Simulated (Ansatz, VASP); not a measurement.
## Al3Cu: VASP beside Ansatz

```
Al Cu
1.0
     2.77841    0.00000    0.00000
     0.00000    2.77841    0.00000
     0.00000    0.00000    7.51340
Al Cu
3 1
Direct
  0.00000 0.00000 0.50000
  0.50000 0.50000 0.22612
  0.50000 0.50000 0.77388
  0.00000 0.00000 0.00000
```

Alike in both runs: task single point; functional PBEsol; k mesh 16 × 16 × 6; occupations fermi-dirac, width 0.01 eV; no spin polarisation.

|  | VASP | Ansatz |
| --- | --- | --- |
| version | VASP 6.6.1 | Ansatz 0.2.0 |
| potentials or method | VASP PAW PBE potentials, release 64 (Al, Cu), cutoff 520 eV | scalar-relativistic, plane waves, PAW |
| valence electrons in the cell | 20 | 28 |

|  | VASP | Ansatz | Ansatz less VASP |
| --- | --- | --- | --- |
| gap on the k mesh at the Fermi level (eV) | none | none | - |
| pressure (GPa) | 1.1 | 0.9 | -0.16 |
| traceless stress, the component that is largest in VASP (GPa) | 0.72 | 0.74 | +0.019 |
| rms of the force components (eV/Å) | 0.088 | 0.096 | +0.0077 |

VASP's potentials were made for PBE, not for PBEsol. Atom by atom the forces differ by 0.008 eV/Å (rms over components). A gap of «none» marks a metal or a gap that the smearing closes. VASP's potentials hold 20 valence electrons a cell and Ansatz's 28, so a difference there can come from the potentials and not from the codes.
